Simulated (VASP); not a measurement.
Here is a VASP 6.6.1 calculation.

INCAR

```
PREC     = Accurate       # precision mode
ENCUT    = 520            # plane-wave cutoff, eV
EDIFF    = 1E-6           # SCF threshold, eV
ISMEAR   = 0              # smearing method
SIGMA    = 0.15           # smearing width, eV
LREAL    = False          # projectors in reciprocal space
LASPH    = True           # aspherical terms in the spheres
NELM     = 60             # most SCF steps
ALGO     = Fast           # electronic algorithm
ISIF     = 2              # what is computed and relaxed
LWAVE    = False          # write WAVECAR
LCHARG   = True           # write CHGCAR
GGA      = PE             # functional
LELF     = True           # ELF
LVHAR    = True         
NBANDS   = 11             # bands
```

The input KPOINTS:

```
Automatic mesh
0
Gamma
  16 16 16
```

The input POSCAR:

```
Ca
1.0
   -2.0949446584      2.0949446584      2.1961148100
    2.0949446584     -2.0949446584      2.1961148100
    2.0949446584      2.0949446584     -2.1961148100
Ca
1
Direct
    0.5000000000      0.5000000000      0.0000000000
```

Potentials or basis: VASP PAW PBE potentials, release 64 (Ca_sv).

The run is started by

```bash
$ cat potpaw_PBE.64/Ca_sv/POTCAR > POTCAR
$ mpirun -np 1 vasp_std > vasp.out
```

**Question.** Predict the band gap on the k mesh.

**Answer.** Zero (band 5 reaches 2.69 eV, above the bottom of band 6 at 2.35 eV).

**Question.** What does it give for the pressure?

**Answer.** 1.7 GPa.

Stress tensor (GPa, compression positive):
```
1.69 0.00 0.00
0.00 1.69 0.00
0.00 0.00 1.78
```

Caveat: the cell differs from its parent crystal (strain -0.050 along x and y, +0.000 along z).
